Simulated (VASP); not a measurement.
# Al3GaN4 (P-43m) in VASP: a series of runs

The runs below take Al3GaN4 through relaxation of cell and atoms, with PBEsol.

Program: VASP 6.6.1. These are calculated values, not measurements. Logs are shortened: lines on timing, memory, paths and dates and some standing lists are left out, and cuts for length are marked.

## (1) The cell of the first run

Symmetry: P-43m, No. 215, cubic system. Conventional cell: a = 4.379 Å, b = 4.379 Å, c = 4.379 Å, α = 90.00°, β = 90.00°, γ = 90.00°. Al (site symmetry -42m) has 4 N at 1.88 Å within 2.5 Å. Ga (site symmetry -43m) has 4 N at 1.94 Å within 2.6 Å. N (site symmetry 3m) has 3 Al at 1.88 Å and 1 Ga at 1.94 Å within 2.5 Å.

## (2) Relaxation of cell and atoms, PBEsol, target pressure 2 GPa, at which the enthalpy is minimised

Input file INCAR:

```
PREC     = Accurate       # precision mode
ENCUT    = 600            # plane-wave cutoff, eV
EDIFF    = 1E-6           # SCF threshold, eV
ISMEAR   = 0              # smearing method
SIGMA    = 0.02           # smearing width, eV
LREAL    = False          # projectors in reciprocal space
LASPH    = True           # aspherical terms in the spheres
NELM     = 60             # most SCF steps
ALGO     = Normal         # electronic algorithm
ISIF     = 3              # what is computed and relaxed
LWAVE    = False          # write WAVECAR
LCHARG   = False          # write CHGCAR
GGA      = PS             # functional
IBRION   = 2              # ionic algorithm
NSW      = 70             # ionic steps
EDIFFG   = -0.008         # ionic threshold
PSTRESS  = 20.0
```

Input file KPOINTS:

```
Automatic mesh
0
Gamma
  6 6 6
```

Input file POSCAR:

```
Al3GaN4
1.0
    4.3791862245      0.0000000000      0.0000000000
    0.0000000000      4.3791862245      0.0000000000
    0.0000000000      0.0000000000      4.3791862245
Al Ga N
3 1 4
Direct
    0.5000000000      0.5000000000      0.0000000000
    0.5000000000      0.0000000000      0.5000000000
    0.0000000000      0.5000000000      0.5000000000
    0.0000000000      0.0000000000      0.0000000000
    0.7447077166      0.7447077166      0.2552922834
    0.7447077166      0.2552922834      0.7447077166
    0.2552922834      0.7447077166      0.7447077166
    0.2552922834      0.2552922834      0.2552922834
```

Potentials or basis: VASP PAW PBE potentials, release 64 (Al, Ga_d, N).

Run with:

```sh
$ cat potpaw_PBE.64/Al/POTCAR potpaw_PBE.64/Ga_d/POTCAR potpaw_PBE.64/N/POTCAR > POTCAR
$ mpirun -np 1 vasp_std > vasp.out
```

OUTCAR:

```text
PREC = Accurate
   ENCUT = 600
   EDIFF = 1E-6
   ISMEAR = 0
   LREAL = False
   LASPH = True
   NELM = 60
   ISIF = 3
   GGA = PS
   IBRION = 2
   NSW = 70
   EDIFFG = -0.008
   PSTRESS = 20.0

 ion  position               nearest neighbor table
   1  0.500  0.500  0.000-   5 1.88   6 1.88   7 1.88   8 1.88   3 3.10   4 3.10   2 3.10   2 3.10
                             3 3.10   2 3.10   4 3.10   2 3.10   3 3.10   4 3.10   3 3.10   4 3.10
   2  0.500  0.000  0.500-   5 1.88   6 1.88   7 1.88   8 1.88   3 3.10   4 3.10   1 3.10   1 3.10
                             4 3.10   1 3.10   3 3.10   1 3.10   3 3.10   4 3.10   4 3.10   3 3.10
   3  0.000  0.500  0.500-   5 1.88   6 1.88   7 1.88   8 1.88   2 3.10   4 3.10   1 3.10   1 3.10
                             4 3.10   2 3.10   4 3.10   4 3.10   1 3.10   2 3.10   1 3.10   2 3.10
   4  0.000  0.000  0.000-   5 1.94   6 1.94   7 1.94   8 1.94   2 3.10   3 3.10   1 3.10   2 3.10
                             3 3.10   1 3.10   3 3.10   3 3.10   1 3.10   2 3.10   2 3.10   1 3.10
   5  0.745  0.745  0.255-   1 1.88   2 1.88   3 1.88   4 1.94
   6  0.745  0.255  0.745-   1 1.88   2 1.88   3 1.88   4 1.94
   7  0.255  0.745  0.745-   1 1.88   2 1.88   3 1.88   4 1.94
   8  0.255  0.255  0.255-   1 1.88   2 1.88   3 1.88   4 1.94

  LATTYP: Found a simple cubic cell.
 ALAT       =     4.3791862245

  Lattice vectors:

 A1 = (   4.3791862245,   0.0000000000,   0.0000000000)
 A2 = (   0.0000000000,   4.3791862245,   0.0000000000)
 A3 = (   0.0000000000,   0.0000000000,   4.3791862245)

Analysis of symmetry for initial positions (statically):
=====================================================================
 Subroutine PRICEL returns:
 Original cell was already a primitive cell.

 Routine SETGRP: Setting up the symmetry group for a
 simple cubic supercell.

 Subroutine GETGRP returns: Found 24 space group operations
 (whereof 24 operations were pure point group operations)
 out of a pool of 48 trial point group operations.

The static configuration has the point symmetry T_d .

Analysis of symmetry for dynamics (positions and initial velocities):
=====================================================================
 Subroutine PRICEL returns:
 Original cell was already a primitive cell.

 Routine SETGRP: Setting up the symmetry group for a
 simple cubic supercell.

 Subroutine GETGRP returns: Found 24 space group operations
 (whereof 24 operations were pure point group operations)
 out of a pool of 48 trial point group operations.

The dynamic configuration has the point symmetry T_d .

 Subroutine INISYM returns: Found 24 space group operations
 (whereof 24 operations are pure point group operations),
 and found     1 'primitive' translations

----------------------------------------------------------------------------------------

                                     Primitive cell

  volume of cell :      83.9808

  direct lattice vectors                    reciprocal lattice vectors
     4.379186224  0.000000000  0.000000000     0.228352929  0.000000000  0.000000000
     0.000000000  4.379186224  0.000000000     0.000000000  0.228352929  0.000000000
     0.000000000  0.000000000  4.379186224     0.000000000  0.000000000  0.228352929

  length of vectors
     4.379186224  4.379186224  4.379186224     0.228352929  0.228352929  0.228352929

  position of ions in fractional coordinates (direct lattice)
     0.500000000  0.500000000  0.000000000
     0.500000000  0.000000000  0.500000000
     0.000000000  0.500000000  0.500000000
     0.000000000  0.000000000  0.000000000
     0.744707717  0.744707717  0.255292283
     0.744707717  0.255292283  0.744707717
     0.255292283  0.744707717  0.744707717
     0.255292283  0.255292283  0.255292283

  ion indices of the primitive-cell ions
   primitive index   ion index
                 1           1
                 2           2
                 3           3
                 4           4
                 5           5
                 6           6
                 7           7
                 8           8

----------------------------------------------------------------------------------------

 KPOINTS: Automatic mesh

Automatic generation of k-mesh.
 Grid dimensions read from file:
 generate k-points for:    6    6    6

 Generating k-lattice:

  Cartesian coordinates                     Fractional coordinates (reciprocal lattice)
     0.038058821  0.000000000  0.000000000     0.166666667  0.000000000  0.000000000
     0.000000000  0.038058821  0.000000000     0.000000000  0.166666667  0.000000000
     0.000000000  0.000000000  0.038058821     0.000000000  0.000000000  0.166666667

  Length of vectors
     0.038058821  0.038058821  0.038058821

  Shift w.r.t. Gamma in fractional coordinates (k-lattice)
     0.000000000  0.000000000  0.000000000

 Subroutine IBZKPT returns following result:
 ===========================================

 Found     20 irreducible k-points:

 Following reciprocal coordinates:
            Coordinates               Weight
  0.000000  0.000000  0.000000      1.000000
  0.166667  0.000000  0.000000      6.000000
  0.333333  0.000000  0.000000      6.000000
  0.500000  0.000000  0.000000      3.000000
  0.166667  0.166667  0.000000     12.000000
  0.333333  0.166667  0.000000     24.000000
[... 12 lines left out ...]
  0.500000  0.500000  0.333333      6.000000
  0.500000  0.500000  0.500000      1.000000
   k-points           NKPTS =     20   k-points in BZ     NKDIM =     20   number of bands    NBANDS=     26
   number of dos      NEDOS =    301   number of ions     NIONS =      8
   total plane-waves  NPLWV =  46656
   dimension x,y,z NGX =    36 NGY =   36 NGZ =   36
   dimension x,y,z NGXF=    72 NGYF=   72 NGZF=   72
   ions per type =               3   1   4
   NGX,Y,Z   is equivalent  to a cutoff of  13.67, 13.67, 13.67 a.u.
   NGXF,Y,Z  is equivalent  to a cutoff of  27.33, 27.33, 27.33 a.u.
 SYSTEM =  unknown system
   PREC   = accura    normal or accurate (medium, high low for compatibility)
   ISTART =      0    job   : 0-new  1-cont  2-samecut
   ICHARG =      2    charge: 1-file 2-atom 10-const
   ISPIN  =      1    spin polarized calculation?
   LNONCOLLINEAR =      F non collinear calculations
   LSORBIT =      F    spin-orbit coupling
   LASPH  =      T    aspherical Exc in radial PAW
   ENCUT  =  600.0 eV  44.10 Ry    6.64 a.u.   8.75  8.75  8.75*2*pi/ulx,y,z
   NELM   =     60;   NELMIN=  2; NELMDL= -5     # of ELM steps
   EDIFF  = 0.1E-05   stopping-criterion for ELM
   LREAL  =      F    real-space projection
   EDIFFG = -.8E-02   stopping-criterion for IOM
   NSW    =     70    number of steps for IOM
   IBRION =      2    ionic relax: 0-MD 1-quasi-New 2-CG
   NFREE  =      1    steps in history (QN), initial steepest desc. (CG)
   ISIF   =      3    stress and relaxation
   ISYM   =      2    0-nonsym 1-usesym 2-fastsym
   POTIM  = 0.5000    time-step for ionic-motion
   TEBEG  =    0.0;   TEEND  =   0.0 temperature during run
   PSTRESS=   20.0 pullay stress
   NELECT =      42.0000    total number of electrons
   NUPDOWN=      -1.0000    fix difference up-down
   EMIN   =  10.00;   EMAX   =-10.00  energy-range for DOS
   EFERMI =   0.00;   METHOD = LEGACY
   ISMEAR =     0;   SIGMA  =   0.02  broadening in eV -4-tet -1-fermi 0-gaus
   EFERMI_NEDOS =   21; number of points for ismear=-14 and -15
   IALGO  =     38    algorithm
   IMIX   =      4    mixing-type and parameters
     AMIX     =   0.40;   BMIX     =  1.00
     AMIX_MAG =   1.60;   BMIX_MAG =  1.00
  volume/ion in A,a.u.               =      10.50        70.84
  Fermi-wavevector in a.u.,A,eV,Ry     =   1.299465  2.455632 22.974916  1.688609
  Thomas-Fermi vector in A             =   2.430727
   LORBIT       =      0    0 simple, 1 ext, 2 COOP (PROOUT), +10 PAW based schemes
   GGA     = PS    functional components
   LHFCALC =     F    Hartree Fock is set to
   AEXX    =    0.0000 exact exchange contribution
   IVDW    =     0    specifies the selected vdW correction
   LEPSILON=     F    determine dielectric tensor
   LRPA    =     F    only Hartree local field effects (RPA)
 conjugate gradient relaxation of ions
 non-spin polarized calculation
 Gauss-broadening in eV      SIGMA  =   0.02
  energy-cutoff  :      600.00
  volume of cell :       83.98
 maximum number of plane-waves:      2826
 NGX is ok and might be reduce to    36
   NGX = 17   NGY = 17   NGZ = 17

--------------------------------------- Ionic step        1  -------------------------------------------

 number of electron      42.0000002 magnetization

 Free energy of the ion-electron system (eV)
  ---------------------------------------------------
  ext. energy  EPLUGINS =         0.00000000
  ---------------------------------------------------
  free energy    TOTEN  =       -59.93788717 eV

  energy without entropy =      -59.93788717  energy(sigma->0) =      -59.93788717

------------------------ aborting loop because EDIFF is reached ----------------------------------------

  FORCE on cell =-STRESS in cart. coord.  units (eV):
  Direction    XX          YY          ZZ          XY          YZ          ZX
  --------------------------------------------------------------------------------------
  -------------------------------------------------------------------------------------
  Total        1.9447339      1.9447339      1.9447339      0.0000000      0.0000000     -0.0000000
  in kB       37.1014202     37.1014202     37.1014202      0.0000000      0.0000000     -0.0000000
  external PRESSURE =      17.1014202 kB  Pullay stress =      20.0000000 kB
[... 117 lines left out ...]
  enthalpy is  TOTEN    =       -58.8933031515 eV   P V=        1.0570952246

--------------------------------------- Ionic step        4  -------------------------------------------

 number of electron      41.9999995 magnetization

 Free energy of the ion-electron system (eV)
  ---------------------------------------------------
  ext. energy  EPLUGINS =         0.00000000
  ---------------------------------------------------
  free energy    TOTEN  =       -59.95097502 eV

  energy without entropy =      -59.95097502  energy(sigma->0) =      -59.95097502

 E-fermi :   5.8201     XC(G=0): -11.3751

 val. band max:        5.7155763605   @ k =   0.1667   0.1667   0.0000
 cond. band min:       9.0391489135   @ k =   0.0000   0.0000   0.0000
 fundamental gap:      3.3235725530
 Fermi energy:         5.8201048149

 k-point     1 :       0.0000    0.0000    0.0000
  band No.  band energies     occupation
      1      -9.5064      2.00000
      2      -7.7000      2.00000
      3      -7.7000      2.00000
      4      -7.7000      2.00000
      5      -6.8853      2.00000
      6      -6.8853      2.00000
[... 604 lines left out ...]
  FREE ENERGIE OF THE ION-ELECTRON SYSTEM (eV)
  ---------------------------------------------------
  free  energy   TOTEN  =       -59.9509750192 eV

  energy  without entropy=      -59.9509750192  energy(sigma->0) =      -59.95097502

  enthalpy is  TOTEN    =       -58.8932803001 eV   P V=        1.0576947191

 reached required accuracy - stopping structural energy minimisation
```

Wall time 62 s (1 thread of Intel Xeon 6975P-C (Granite Rapids), shared host); peak memory 0.24 GiB.

What came out:

| Quantity | Value |
| --- | --- |
| Free energy | -59.9510 eV |
| Relaxed volume | 10.59 Å³/atom |
| Relaxed cell | a = 4.392 Å, b = 4.392 Å, c = 4.392 Å, α = 90.00°, β = 90.00°, γ = 90.00° |
| Space group after relaxing (to 0.1 Å) | P-43m (No. 215) |
| Energy change on relaxing (the run minimises the enthalpy) | -1.6 meV/atom |
| Ionic steps | 4 |
| Pressure after relaxing | 1.9 GPa |
| Largest force after relaxing | 0.003 eV/Å |
| Band gap on the k mesh | 3.32 eV |

Forces in eV/Å, atoms in the order of the input:
```
Al   0.000  0.000  0.000
Al   0.000  0.000  0.000
Al   0.000  0.000  0.000
Ga   0.000  0.000  0.000
N    0.002  0.002 -0.002
N    0.002 -0.002  0.002
N   -0.002  0.002  0.002
N   -0.002 -0.002 -0.002
```

Step by step:
```csv
step,energy change (eV),largest force (eV/Å),pressure (GPa),volume (Å³)
1,0.0000,0.0070,3.71,83.98
2,-0.0175,0.0002,0.38,85.35
3,-0.0125,0.0031,2.13,84.68
4,-0.0131,0.0032,1.88,84.73
```

Final structure:
```
Al Ga N
1.0
     4.39218    0.00000    0.00000
     0.00000    4.39218    0.00000
     0.00000    0.00000    4.39218
Al Ga N
3 1 4
Direct
  0.50000 0.50000 0.00000
  0.50000 0.00000 0.50000
  0.00000 0.50000 0.50000
  0.00000 0.00000 0.00000
  0.74473 0.74473 0.25527
  0.74473 0.25527 0.74473
  0.25527 0.74473 0.74473
  0.25527 0.25527 0.25527
```

Levels at points of the mesh, in eV from the valence-band top:
```csv
k point,band 17,band 18,band 19,band 20,band 21,band 22,band 23,band 24,band 25,band 26
"(0.00, 0.00, 0.00)",-1.99,-1.99,0.00,0.00,0.00,3.32,3.32,3.32,3.52,6.98
"(0.50, 0.00, 0.00)",-2.65,-1.23,-1.23,-0.95,-0.95,5.57,5.63,6.07,6.07,8.55
"(0.50, 0.50, 0.00)",-2.58,-0.84,-0.55,-0.54,-0.54,7.38,7.51,7.51,7.77,7.99
"(0.50, 0.50, 0.50)",-0.60,-0.60,-0.38,-0.38,-0.38,5.55,7.00,7.00,7.00,9.42
```

Caveat: the cell is relaxed towards a set pressure, so the run minimises the enthalpy, not the energy; the PAW data sets were made with another functional, which shifts forces and pressure a little. A k mesh can miss the band edges.

## (3) Relaxation of cell and atoms, PBEsol, target pressure -2 GPa, at which the enthalpy is minimised

This run uses another cell than the first one, of 10.91 Å³/atom.

Input file INCAR:

```
SYSTEM = Al3GaN4
PREC = Accurate
ENCUT = 600
EDIFF = 1E-7
ISMEAR = 0
SIGMA = 0.02
LREAL = .FALSE.
LASPH = .TRUE.
NELM = 60
ALGO = Normal
ISIF = 3
LWAVE = .FALSE.
LCHARG = .FALSE.
GGA = PS
IBRION = 2
NSW = 70
EDIFFG = -0.008
PSTRESS = -20.0
```

Input file KPOINTS:

```
Automatic mesh
0
G
  6 6 6
  0 0 0
```

Edit POSCAR of step 2 so:

```diff
@@ -2,5 +2,5 @@
 1.0
-    4.3791862245      0.0000000000      0.0000000000
-    0.0000000000      4.3791862245      0.0000000000
-    0.0000000000      0.0000000000      4.3791862245
+    4.4356907189      0.0000000000      0.0000000000
+    0.0000000000      4.4356907189      0.0000000000
+    0.0000000000      0.0000000000      4.4356907189
 Al Ga N
```

Potentials or basis: VASP PAW PBE potentials, release 64 (Al, Ga_d, N).

Run with:

```sh
$ cat potpaw_PBE.64/Al/POTCAR potpaw_PBE.64/Ga_d/POTCAR potpaw_PBE.64/N/POTCAR > POTCAR
$ mpirun -np 1 vasp_std > vasp.out
```

Wall time 62 s (1 thread of Intel Xeon 6975P-C (Granite Rapids), shared host); peak memory 0.24 GiB.

The run converged. Its results:

```
Free energy                                                : -59.9547 eV
Relaxed volume                                             : 10.80 Å³/atom
Relaxed cell                                               : a = 4.421 Å, b = 4.421 Å, c = 4.421 Å, α = 90.00°, β = 90.00°, γ = 90.00°
Space group after relaxing (to 0.1 Å)                      : P-43m (No. 215)
Energy change on relaxing (the run minimises the enthalpy) : -2.0 meV/atom
Ionic steps                                                : 3
Pressure after relaxing                                    : -2.0 GPa
Largest force after relaxing                               : 0.003 eV/Å
Band gap on the k mesh                                     : 3.31 eV
```

Forces on the atoms (eV/Å):
```
Al   0.000  0.000  0.000
Al   0.000  0.000  0.000
Al   0.000  0.000  0.000
Ga   0.000  0.000  0.000
N    0.002  0.002 -0.002
N    0.002 -0.002  0.002
N   -0.002  0.002  0.002
N   -0.002 -0.002 -0.002
```

Step by step:
```csv
step,energy change (eV),largest force (eV/Å),pressure (GPa),volume (Å³)
1,0.0000,0.0086,-3.89,87.27
2,-0.0216,0.0013,-0.35,85.66
3,-0.0162,0.0035,-1.99,86.39
```

Final structure:
```cif
data_structure
_symmetry_space_group_name_H-M 'P 1'
_symmetry_Int_Tables_number 1
_cell_length_a 4.4207
_cell_length_b 4.4207
_cell_length_c 4.4207
_cell_angle_alpha 90.000
_cell_angle_beta 90.000
_cell_angle_gamma 90.000
_cell_volume 86.39
loop_
_atom_site_label
_atom_site_type_symbol
_atom_site_fract_x
_atom_site_fract_y
_atom_site_fract_z
_atom_site_occupancy
Al1 Al 0.50000 0.50000 0.00000 1
Al2 Al 0.50000 0.00000 0.50000 1
Al3 Al 0.00000 0.50000 0.50000 1
Ga1 Ga 0.00000 0.00000 0.00000 1
N1 N 0.74474 0.74474 0.25526 1
N2 N 0.74474 0.25526 0.74474 1
N3 N 0.25526 0.74474 0.74474 1
N4 N 0.25526 0.25526 0.25526 1
```

Levels at points of the mesh, in eV from the valence-band top:
| k point | band 19 | band 20 | band 21 | band 22 | band 23 | band 24 |
| --- | --- | --- | --- | --- | --- | --- |
| (0.00, 0.00, 0.00) | 0.00 | 0.00 | 0.00 | 3.31 | 3.31 | 3.31 |
| (0.50, 0.00, 0.00) | -1.20 | -0.94 | -0.94 | 5.48 | 5.54 | 6.03 |
| (0.50, 0.50, 0.00) | -0.55 | -0.53 | -0.53 | 7.21 | 7.43 | 7.43 |
| (0.50, 0.50, 0.50) | -0.38 | -0.38 | -0.38 | 5.38 | 6.84 | 6.84 |

Caveat: the cell is relaxed towards a set pressure, so the run minimises the enthalpy, not the energy; the PAW data sets were made with another functional, which shifts forces and pressure a little.
